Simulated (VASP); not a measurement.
# Rh (Fm-3m) in VASP: a series of runs

Runs on Rh. Level: LDA. Tasks: single point, relaxation of cell and atoms.

Everything below comes from runs of VASP 6.6.1. Logs are shortened: lines on timing, memory, paths and dates and some standing lists are left out, and cuts for length are marked.

## (1) The cell of the first run

Symmetry: Fm-3m, No. 225, cubic system. Conventional cell: a = 3.758 Å, b = 3.758 Å, c = 3.758 Å, α = 90.00°, β = 90.00°, γ = 90.00°. Rh (site symmetry m-3m) has 12 Rh at 2.66 Å within 3.5 Å.

## (2) Single point, LDA

Input file INCAR:

```
  PREC = Accurate
  ENCUT = 520
  EDIFF = 1E-7
  ISMEAR = 0
  SIGMA = 0.1
  LREAL = False
  LASPH = True
  NELM = 100
  ALGO = Normal
  ISIF = 2
  LWAVE = False
  LCHARG = True
  LELF = True
  LVHAR = True
  NBANDS = 14
```

Input file KPOINTS:

```
regular mesh
0
Gamma
  8 8 8
```

Input file POSCAR:

```
Rh
1.0
    0.0000000000      1.8789959223      1.8789959223
    1.8789959223      0.0000000000      1.8789959223
    1.8789959223      1.8789959223      0.0000000000
Rh
1
Direct
    0.0000000000      0.0000000000      0.0000000000
```

Potentials or basis: VASP PAW LDA potentials, release 64 (Rh_pv).

Run with:

```
$ cat potpaw_LDA.64/Rh_pv/POTCAR > POTCAR
$ mpirun -np 1 vasp_std > vasp.out
```

OUTCAR:

```text
PREC = Accurate
   ENCUT = 520
   EDIFF = 1E-7
   ISMEAR = 0
   LREAL = False
   LASPH = True
   NELM = 100
   ISIF = 2

 ion  position               nearest neighbor table
   1  0.000  0.000  0.000-

  LATTYP: Found a face centered cubic cell.
 ALAT       =     3.7579918446

  Lattice vectors:

 A1 = (   0.0000000000,   1.8789959223,   1.8789959223)
 A2 = (   1.8789959223,   0.0000000000,   1.8789959223)
 A3 = (   1.8789959223,   1.8789959223,   0.0000000000)

Analysis of symmetry for initial positions (statically):
=====================================================================
 Subroutine PRICEL returns:
 Original cell was already a primitive cell.

 Routine SETGRP: Setting up the symmetry group for a
 face centered cubic supercell.

 Subroutine GETGRP returns: Found 48 space group operations
 (whereof 48 operations were pure point group operations)
 out of a pool of 48 trial point group operations.

The static configuration has the point symmetry O_h .

Analysis of symmetry for dynamics (positions and initial velocities):
=====================================================================
 Subroutine PRICEL returns:
 Original cell was already a primitive cell.

 Routine SETGRP: Setting up the symmetry group for a
 face centered cubic supercell.

 Subroutine GETGRP returns: Found 48 space group operations
 (whereof 48 operations were pure point group operations)
 out of a pool of 48 trial point group operations.

The dynamic configuration has the point symmetry O_h .

 Subroutine INISYM returns: Found 48 space group operations
 (whereof 48 operations are pure point group operations),
 and found     1 'primitive' translations

----------------------------------------------------------------------------------------

                                     Primitive cell

  volume of cell :      13.2681

  direct lattice vectors                    reciprocal lattice vectors
     0.000000000  1.878995922  1.878995922    -0.266099566  0.266099566  0.266099566
     1.878995922  0.000000000  1.878995922     0.266099566 -0.266099566  0.266099566
     1.878995922  1.878995922  0.000000000     0.266099566  0.266099566 -0.266099566

  length of vectors
     2.657301517  2.657301517  2.657301517     0.460897969  0.460897969  0.460897969

  position of ions in fractional coordinates (direct lattice)
     0.000000000  0.000000000  0.000000000

  ion indices of the primitive-cell ions
   primitive index   ion index
                 1           1

----------------------------------------------------------------------------------------

 KPOINTS: regular mesh

Automatic generation of k-mesh.
 Grid dimensions read from file:
 generate k-points for:    8    8    8

 Generating k-lattice:

  Cartesian coordinates                     Fractional coordinates (reciprocal lattice)
    -0.033262446  0.033262446  0.033262446     0.125000000  0.000000000  0.000000000
     0.033262446 -0.033262446  0.033262446     0.000000000  0.125000000  0.000000000
     0.033262446  0.033262446 -0.033262446     0.000000000  0.000000000  0.125000000

  Length of vectors
     0.057612246  0.057612246  0.057612246

  Shift w.r.t. Gamma in fractional coordinates (k-lattice)
     0.000000000  0.000000000  0.000000000

 Subroutine IBZKPT returns following result:
 ===========================================

 Found     29 irreducible k-points:

 Following reciprocal coordinates:
            Coordinates               Weight
  0.000000  0.000000  0.000000      1.000000
  0.125000  0.000000  0.000000      8.000000
  0.250000  0.000000  0.000000      8.000000
  0.375000  0.000000  0.000000      8.000000
  0.500000  0.000000  0.000000      4.000000
  0.125000  0.125000  0.000000      6.000000
[... 16 lines left out ...]
  0.500000  0.250000  0.125000     48.000000
 -0.375000  0.250000  0.125000     24.000000
 [... further k-points ...]
   k-points           NKPTS =     29   k-points in BZ     NKDIM =     29   number of bands    NBANDS=     14
   number of dos      NEDOS =    301   number of ions     NIONS =      1
   total plane-waves  NPLWV =   8000
   dimension x,y,z NGX =    20 NGY =   20 NGZ =   20
   dimension x,y,z NGXF=    40 NGYF=   40 NGZF=   40
   ions per type =               1
   NGX,Y,Z   is equivalent  to a cutoff of  12.51, 12.51, 12.51 a.u.
   NGXF,Y,Z  is equivalent  to a cutoff of  25.02, 25.02, 25.02 a.u.
 SYSTEM =  unknown system
   PREC   = accura    normal or accurate (medium, high low for compatibility)
   ISTART =      0    job   : 0-new  1-cont  2-samecut
   ICHARG =      2    charge: 1-file 2-atom 10-const
   ISPIN  =      1    spin polarized calculation?
   LNONCOLLINEAR =      F non collinear calculations
   LSORBIT =      F    spin-orbit coupling
   LASPH  =      T    aspherical Exc in radial PAW
   ENCUT  =  520.0 eV  38.22 Ry    6.18 a.u.   4.94  4.94  4.94*2*pi/ulx,y,z
   NELM   =    100;   NELMIN=  2; NELMDL= -5     # of ELM steps
   EDIFF  = 0.1E-06   stopping-criterion for ELM
   LREAL  =      F    real-space projection
   EDIFFG = 0.1E-05   stopping-criterion for IOM
   NSW    =      0    number of steps for IOM
   IBRION =     -1    ionic relax: 0-MD 1-quasi-New 2-CG
   NFREE  =      0    steps in history (QN), initial steepest desc. (CG)
   ISIF   =      2    stress and relaxation
   ISYM   =      2    0-nonsym 1-usesym 2-fastsym
   POTIM  = 0.5000    time-step for ionic-motion
   TEBEG  =    0.0;   TEEND  =   0.0 temperature during run
   PSTRESS=    0.0 pullay stress
   NELECT =      15.0000    total number of electrons
   NUPDOWN=      -1.0000    fix difference up-down
   EMIN   =  10.00;   EMAX   =-10.00  energy-range for DOS
   EFERMI =   0.00;   METHOD = LEGACY
   ISMEAR =     0;   SIGMA  =   0.10  broadening in eV -4-tet -1-fermi 0-gaus
   EFERMI_NEDOS =   21; number of points for ismear=-14 and -15
   IALGO  =     38    algorithm
   IMIX   =      4    mixing-type and parameters
     AMIX     =   0.40;   BMIX     =  1.00
     AMIX_MAG =   1.60;   BMIX_MAG =  1.00
  volume/ion in A,a.u.               =      13.27        89.54
  Fermi-wavevector in a.u.,A,eV,Ry     =   1.705439  3.222812 39.572827  2.908521
  Thomas-Fermi vector in A             =   2.784658
   LORBIT       =      0    0 simple, 1 ext, 2 COOP (PROOUT), +10 PAW based schemes
   GGA     = CA    functional components
   LHFCALC =     F    Hartree Fock is set to
   AEXX    =    0.0000 exact exchange contribution
   IVDW    =     0    specifies the selected vdW correction
   LEPSILON=     F    determine dielectric tensor
   LRPA    =     F    only Hartree local field effects (RPA)
 non-spin polarized calculation
 Gauss-broadening in eV      SIGMA  =   0.10
  energy-cutoff  :      520.00
  volume of cell :       13.27
 maximum number of plane-waves:       368
   NGX =  9   NGY =  9   NGZ =  9

 number of electron      15.0000003 magnetization

 Free energy of the ion-electron system (eV)
  ---------------------------------------------------
  ext. energy  EPLUGINS =         0.00000000
  ---------------------------------------------------
  free energy    TOTEN  =        -8.65026383 eV

  energy without entropy =       -8.64088312  energy(sigma->0) =       -8.64557348

 E-fermi :  12.4178     XC(G=0): -14.5754

 val. band max:       12.3883440518   @ k =  -0.3750   0.2500   0.0000
 cond. band min:      12.4955073164   @ k =   0.3750   0.0000   0.0000
 fundamental gap:      0.1071632646
 Fermi energy:        12.4177576238

 k-point     1 :       0.0000    0.0000    0.0000
  band No.  band energies     occupation
      1     -33.8084      2.00000
      2     -33.8084      2.00000
      3     -33.8084      2.00000
      4       4.0859      2.00000
      5       9.1122      2.00000
      6       9.1122      2.00000
      7       9.1122      2.00000
      8      11.3756      2.00000
      9      11.3756      2.00000
     10      28.2826      0.00000
     11      32.7035      0.00000
     12      33.9074      0.00000
     13      33.9074      0.00000
     14      33.9074      0.00000

 k-point     2 :       0.1250    0.0000    0.0000
  band No.  band energies     occupation
      1     -33.9365      2.00000
      2     -33.8256      2.00000
      3     -33.8256      2.00000
      4       4.7101      2.00000
      5       8.8624      2.00000
      6       9.3405      2.00000
      7       9.3405      2.00000
      8      11.2655      2.00000
      9      11.2655      2.00000
     10      29.1736      0.00000
     11      31.3752      0.00000
     12      32.7052      0.00000
     13      34.8652      0.00000
     14      34.8652      0.00000

 k-point     3 :       0.2500    0.0000    0.0000
  band No.  band energies     occupation
      1     -34.2393      2.00000
      2     -33.8667      2.00000
      3     -33.8667      2.00000
      4       5.9110      2.00000
      5       8.9863      2.00000
      6       9.5031      2.00000
      7       9.5031      2.00000
      8      11.5330      2.00000
      9      11.5330      2.00000
     10      27.6975      0.00000
     11      30.0471      0.00000
     12      32.7042      0.00000
     13      37.1673      0.00000
     14      37.1673      0.00000
[... 324 lines left out ...]
 k-point    23 :       0.5000    0.2500    0.1250
  band No.  band energies     occupation
      1     -34.4705      2.00000
      2     -34.1172      2.00000
      3     -33.9689      2.00000
      4       7.1702      2.00000
      5       8.2536      2.00000
      6       8.8140      2.00000
      7      10.5751      2.00000
      8      12.2679      1.96593
      9      15.6601      0.00000
     10      24.3031      0.00000
     11      28.5702      0.00000
     12      30.3673      0.00000
     13      32.7061      0.00000
     14      35.0688      0.00000

 k-point    24 :      -0.3750    0.2500    0.1250
  band No.  band energies     occupation
      1     -34.5386      2.00000
      2     -34.1466      2.00000
      3     -33.9955      2.00000
      4       7.0934      2.00000
      5       7.9943      2.00000
      6       9.5697      2.00000
      7      10.2700      2.00000
      8      12.8119      0.00000
      9      17.9676      0.00000
     10      21.0889      0.00000
     11      28.7060      0.00000
     12      29.5302      0.00000
     13      32.7066      0.00000
     14      33.7560      0.00000

 [... further k-points ...]

------------------------ aborting loop because EDIFF is reached ----------------------------------------

  FORCE on cell =-STRESS in cart. coord.  units (eV):
  Direction    XX          YY          ZZ          XY          YZ          ZX
  --------------------------------------------------------------------------------------
  -------------------------------------------------------------------------------------
  Total        0.0625422      0.0625422      0.0625422      0.0000000     -0.0000000      0.0000000
  in kB        7.5522494      7.5522494      7.5522494      0.0000000     -0.0000000      0.0000000
  external PRESSURE =       7.5522494 kB  Pullay stress =       0.0000000 kB

 VOLUME and BASIS-vectors are now :
 -----------------------------------------------------------------------------
  energy-cutoff  :      520.00
  volume of cell :       13.27
      direct lattice vectors                 reciprocal lattice vectors
     0.000000000  1.878995922  1.878995922    -0.266099566  0.266099566  0.266099566
     1.878995922  0.000000000  1.878995922     0.266099566 -0.266099566  0.266099566
     1.878995922  1.878995922  0.000000000     0.266099566  0.266099566 -0.266099566

 POSITION                                       TOTAL-FORCE (eV/Angst)
 -----------------------------------------------------------------------------------
      0.00000      0.00000      0.00000         0.000000      0.000000     -0.000000
 -----------------------------------------------------------------------------------
    total drift:                                0.000000      0.000000      0.000000

  FREE ENERGIE OF THE ION-ELECTRON SYSTEM (eV)
  ---------------------------------------------------
  free  energy   TOTEN  =        -8.6502638298 eV

  energy  without entropy=       -8.6408831250  energy(sigma->0) =       -8.64557348
```

Wall time 4.6 s (1 thread of Intel Xeon 8259CL, shared host); peak memory 0.12 GiB.

What came out:

```yaml
Free_energy: -8.6503 eV
Pressure: 0.8 GPa
Band_gap_on_the_k_mesh: zero (an odd number of electrons rules out a gap without spin polarisation)
```

Levels at points of the mesh, in eV from the Fermi level:
```tsv
k point	band 3	band 4	band 5	band 6	band 7	band 8	band 9	band 10	band 11	band 12
(0.00, 0.00, 0.00)	-46.23	-8.33	-3.31	-3.31	-3.31	-1.04	-1.04	15.86	20.29	21.49
(0.50, 0.00, 0.00)	-46.34	-6.50	-3.37	-3.37	0.61	0.61	0.62	8.94	15.40	20.29
(0.50, 0.50, 0.00)	-46.54	-6.71	-6.34	0.60	1.04	1.04	3.21	12.69	13.38	13.38
```

Caveat: the k points lie up to 0.36 Å⁻¹ apart, too coarse for converged energies and pressures of a metal.

## (3) Single point, LDA

This run uses another cell than the first one, of 13.78 Å³/atom.

Input file INCAR:

```
PREC = Accurate ; ENCUT = 520
EDIFF = 1E-6 ; ISMEAR = 0
SIGMA = 0.1 ; LREAL = False
LASPH = True ; NELM = 60
ALGO = Fast ; ISIF = 2
LWAVE = False ; LCHARG = False
GGA = CA ; NBANDS = 14
```

Input file KPOINTS:

```
Automatic mesh
0
Gamma
  8 8 8
```

Input file POSCAR:

```
Rh
1.0
    0.0000000000      1.9029860900      1.9029860900
    1.9029860900      0.0000000000      1.9029860900
    1.9029860900      1.9029860900      0.0000000000
Rh
1
Direct
    0.0000000000      0.0000000000      0.0000000000
```

Potentials or basis: VASP PAW LDA potentials, release 64 (Rh_pv).

Run with:

```
$ cat potpaw_LDA.64/Rh_pv/POTCAR > POTCAR
$ mpirun -np 1 vasp_std > vasp.out
```

OUTCAR:

```text
PREC = Accurate
   ENCUT = 520
   EDIFF = 1E-6
   ISMEAR = 0
   LREAL = False
   LASPH = True
   NELM = 60
   ISIF = 2
   GGA = CA

 ion  position               nearest neighbor table
   1  0.000  0.000  0.000-

  LATTYP: Found a face centered cubic cell.
 ALAT       =     3.8059721800

  Lattice vectors:

 A1 = (   0.0000000000,   1.9029860900,   1.9029860900)
 A2 = (   1.9029860900,   0.0000000000,   1.9029860900)
 A3 = (   1.9029860900,   1.9029860900,   0.0000000000)

[... 586 lines left out ...]
     14      32.7181      0.00000

 [... further k-points ...]

------------------------ aborting loop because EDIFF is reached ----------------------------------------

  FORCE on cell =-STRESS in cart. coord.  units (eV):
  Direction    XX          YY          ZZ          XY          YZ          ZX
  --------------------------------------------------------------------------------------
  -------------------------------------------------------------------------------------
  Total       -0.8785944     -0.8785944     -0.8785944     -0.0000000     -0.0000000      0.0000000
  in kB     -102.1320820   -102.1320820   -102.1320820     -0.0000000     -0.0000000      0.0000000
  external PRESSURE =    -102.1320820 kB  Pullay stress =       0.0000000 kB

 VOLUME and BASIS-vectors are now :
 -----------------------------------------------------------------------------
  energy-cutoff  :      520.00
  volume of cell :       13.78
      direct lattice vectors                 reciprocal lattice vectors
     0.000000000  1.902986090  1.902986090    -0.262744958  0.262744958  0.262744958
     1.902986090  0.000000000  1.902986090     0.262744958 -0.262744958  0.262744958
     1.902986090  1.902986090  0.000000000     0.262744958  0.262744958 -0.262744958

 POSITION                                       TOTAL-FORCE (eV/Angst)
 -----------------------------------------------------------------------------------
      0.00000      0.00000      0.00000        -0.000000      0.000000      0.000000
 -----------------------------------------------------------------------------------
    total drift:                                0.000000      0.000000      0.000000

  FREE ENERGIE OF THE ION-ELECTRON SYSTEM (eV)
  ---------------------------------------------------
  free  energy   TOTEN  =        -8.6348036412 eV

  energy  without entropy=       -8.6245233988  energy(sigma->0) =       -8.62966352
```

OSZICAR:

```text
N       E                     dE             d eps       ncg     rms          rms(c)
DAV:   1     0.120635872148E+03    0.12064E+03   -0.87797E+03   812   0.115E+03
DAV:   2    -0.755745322348E+01   -0.12819E+03   -0.12218E+03   872   0.344E+02
DAV:   3    -0.918946992136E+01   -0.16320E+01   -0.16275E+01   992   0.426E+01
DAV:   4    -0.919538187735E+01   -0.59120E-02   -0.59107E-02   866   0.261E+00
DAV:   5    -0.919543260479E+01   -0.50727E-04   -0.50727E-04   998   0.218E-01    0.106E+01
RMM:   6    -0.865536832972E+01    0.54006E+00   -0.89768E-01   872   0.909E+00    0.359E+00
RMM:   7    -0.863974918195E+01    0.15619E-01   -0.21440E-02   888   0.156E+00    0.175E+00
RMM:   8    -0.863484565718E+01    0.49035E-02   -0.40531E-03   959   0.780E-01    0.107E-01
RMM:   9    -0.863479498383E+01    0.50673E-04   -0.30702E-04   976   0.206E-01    0.918E-03
RMM:  10    -0.863480386709E+01   -0.88833E-05   -0.47135E-05   982   0.938E-02    0.119E-02
RMM:  11    -0.863480338532E+01    0.48177E-06   -0.11915E-05   977   0.446E-02    0.148E-03
RMM:  12    -0.863480364121E+01   -0.25589E-06   -0.27161E-06   728   0.217E-02
   1 F= -.86348036E+01 E0= -.86296635E+01  d E =-.102802E-01
```

It took 4.9 s on 1 thread of Intel Xeon 8259CL, shared host; peak memory 0.12 GiB.

What came out:

```yaml
Free_energy: -8.6348 eV
Pressure: -10.2 GPa
Band_gap_on_the_k_mesh: zero (an odd number of electrons rules out a gap without spin polarisation)
```

Caveat: the cell stands under tension.

## (4) Single point, LDA

This run uses another cell than the first one, of 13.23 Å³/atom.

Input file INCAR:

```
SYSTEM = Rh
  ALGO = Normal
  EDIFF = 1E-6
  ENCUT = 520
  GGA = CA
  ISIF = 2
  ISMEAR = 0
  LASPH = .True.
  LCHARG = .True.
  LELF = .True.
  LREAL = .False.
  LVHAR = .True.
  LWAVE = .False.
  NBANDS = 14
  NELM = 80
  PREC = Accurate
  SIGMA = 0.1
```

Input file KPOINTS:

```
k-points
0
Gamma
  26 26 26
  0 0 0
```

Input file POSCAR:

```
Rh
1.0
    0.0000000000      1.8770578413      1.8770578413
    1.8770578413      0.0000000000      1.8770578413
    1.8770578413      1.8770578413      0.0000000000
Rh
1
Direct
    0.0000000000      0.0000000000      0.0000000000
```

Run with:

```
$ cat potpaw_LDA.64/Rh_pv/POTCAR > POTCAR
$ mpirun -np 1 vasp_std > vasp.out
```

Run time: 55 s. Hardware: 1 thread of Intel Xeon 8259CL, shared host; peak memory 0.19 GiB.

Results (log left out):

| Item | Value |
| --- | --- |
| Free energy | -8.6864 eV |
| Pressure | 0.8 GPa |
| Band gap on the k mesh | zero (an odd number of electrons rules out a gap without spin polarisation) |

Levels at points of the mesh, in eV from the Fermi level:
```
           k point  band 4  band 5  band 6  band 7  band 8  band 9  band 10  band 11
(0.00, 0.00, 0.00)   -8.31   -3.30   -3.30   -3.30   -1.04   -1.04    15.91    20.24
(0.50, 0.00, 0.00)   -6.50   -3.37   -3.37    0.63    0.63    0.66     9.00    15.45
(0.50, 0.50, 0.00)   -6.71   -6.34    0.61    1.07    1.07    3.26    12.75    13.44
```

## (5) Single point, LDA

Input file INCAR:

```
SYSTEM = Rh
ALGO = Fast
EDIFF = 1E-7
ENCUT = 520
ISIF = 2
ISMEAR = -1
LASPH = .True.
LCHARG = .True.
LELF = .True.
LREAL = .False.
LVHAR = .True.
LWAVE = .False.
NBANDS = 14
NELM = 100
PREC = Accurate
SIGMA = 0.15
```

KPOINTS is that of step 4.

Input file POSCAR:

```
Rh
1.0
    0.0000000000      1.8789288034      1.8789288034
    1.8789288034      0.0000000000      1.8789288034
    1.8789288034      1.8789288034      0.0000000000
Rh
1
Direct
    0.0000000000      0.0000000000      0.0000000000
```

Run with:

```
$ cat potpaw_LDA.64/Rh_pv/POTCAR > POTCAR
$ mpirun -np 1 vasp_std > vasp.out
```

Run time: 71 s. Hardware: 1 thread of Intel Xeon 8259CL, shared host; peak memory 0.19 GiB.

Results (log left out):

```
Free energy            : -8.7302 eV
Pressure               : 0.8 GPa
Band gap on the k mesh : zero (an odd number of electrons rules out a gap without spin polarisation)
```

Levels at points of the mesh, in eV from the Fermi level:
```csv
k point,band 4,band 5,band 6,band 7,band 8,band 9,band 10,band 11
"(0.00, 0.00, 0.00)",-8.28,-3.27,-3.27,-3.27,-1.02,-1.02,15.93,20.27
"(0.50, 0.00, 0.00)",-6.46,-3.34,-3.34,0.64,0.64,0.67,8.98,15.46
"(0.50, 0.50, 0.00)",-6.68,-6.30,0.62,1.08,1.08,3.26,12.72,13.43
```

[end of part 1 of 2]
